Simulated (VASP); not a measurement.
SiNi3:

```xyz
4
Lattice="3.5420 0.0000 0.0000 0.0000 3.5420 0.0000 0.0000 0.0000 3.5420" Properties=species:S:1:pos:R:3 pbc="T T T"
Ni    1.7710    1.7710    0.0000
Ni    1.7710    0.0000    1.7710
Ni    0.0000    1.7710    1.7710
Si    0.0000    0.0000    0.0000
```

Base run:

* Program: VASP 6.6.1
* Functional: PBE
* Potentials or basis: VASP PAW PBE potentials, release 64 (Ni_sv_GW, Si)
* Cutoff: 690 eV
* k mesh: 6 × 6 × 6
* Occupations: fermi-dirac, width 0.05 eV
* Spin: collinear spin, ferromagnetic start
* Starting moments: [2.0, 2.0, 2.0, 0.0] μB
* Fixed moment: 6 μB

Its results: pressure 24.4 GPa; site moments Ni +1.56; Si +0.43 μB.

After a change of settings the same cell gave: pressure 16.5 GPa; site moments Ni +1.57; Si +0.42 μB. Which change was it?
A. functional from PBE to PBEsol
B. fixed moment from 6 μB to 3 μB; moments at the start from [2.0, 2.0, 2.0, 0.0] to [1.0, 1.0, 1.0, 0.0]
C. fixed moment from 6 μB to 4.5 μB; moments at the start from [2.0, 2.0, 2.0, 0.0] to [1.5, 1.5, 1.5, 0.0]
D. fixed moment from 6 μB to 2.2 μB; moments at the start from [2.0, 2.0, 2.0, 0.0] to [0.73, 0.73, 0.73, 0.0]

A.

PBEsol binds more tightly than PBE, so the same cell stands under less pressure.

Caveats: the cell stands under pressure; the total moment is fixed, so each spin has its own Fermi level and the state may be an excited one; the PAW data sets were made with another functional, which shifts forces and pressure a little (at least some runs).
